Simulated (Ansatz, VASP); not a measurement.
# KCl: VASP beside Ansatz

INCAR

```
SYSTEM = KCl
PREC = Accurate
ENCUT = 500
EDIFF = 1E-6
ISMEAR = 0
SIGMA = 0.02
LREAL = .FALSE.
LASPH = .TRUE.
NELM = 120
ALGO = Normal
ISIF = 2
LWAVE = .FALSE.
LCHARG = .FALSE.
GGA = PS
NBANDS = 15
GGA_COMPAT = .FALSE.
```

File KPOINTS:

```
Automatic mesh
0
G
  8 8 8
  0 0 0
```

The input POSCAR:

```
KCl
1.0
    3.0408355814      0.0000000000      0.0000000000
    0.0000000000      3.0408355814      0.0000000000
    0.0000000000      0.0000000000      3.0408355814
K Cl
1 1
Direct
    0.0000000000      0.0000000000      0.0000000000
    0.5000000000      0.5000000000      0.5000000000
```

Input for Ansatz:

```yaml
crystal:
  lattice:
    - [3.0408355814, 0.0, 0.0]
    - [0.0, 3.0408355814, 0.0]
    - [0.0, 0.0, 3.0408355814]
  atoms:
    - { symbol: K, position: [0.0, 0.0, 0.0] }
    - { symbol: Cl, position: [0.5, 0.5, 0.5] }
basis:
  ecutwfc: 420
kpoints:
  mp_grid: { grid: [8, 8, 8] }
  band_path:
    path:
      - [[0.0, 0.0, 0.0], [0.0, 0.5, 0.0], [0.5, 0.5, 0.0], [0.0, 0.0, 0.0], [0.5, 0.5, 0.5], [0.0, 0.5, 0.0]]
      - [[0.5, 0.5, 0.5], [0.5, 0.5, 0.0]]
    npoints: 12
hamiltonian:
  xc: pbesol
scf:
  occupations: { method: gaussian, width: 0.02 }
  n_extra_bands: 6
output:
  forces: true
  stress: true
  eigenvalues: true
```

Alike in both runs: task single point; functional PBEsol; k mesh 8 × 8 × 8; occupations gaussian, width 0.02 eV; no spin polarisation.

|  | VASP | Ansatz |
| --- | --- | --- |
| version | VASP 6.6.1 | Ansatz 0.2.0 |
| potentials or method | VASP PAW PBE potentials, release 64 (K_sv, Cl), cutoff 500 eV | scalar-relativistic, plane waves, PAW |
| valence electrons in the cell | 16 | 16 |

```csv
,VASP,Ansatz,Ansatz less VASP
gap on the k mesh at the Fermi level (eV),4.25,4.24,-0.013
least direct gap on the mesh (eV),4.34,4.32,-0.018
```

VASP's potentials were made for PBE, not for PBEsol.
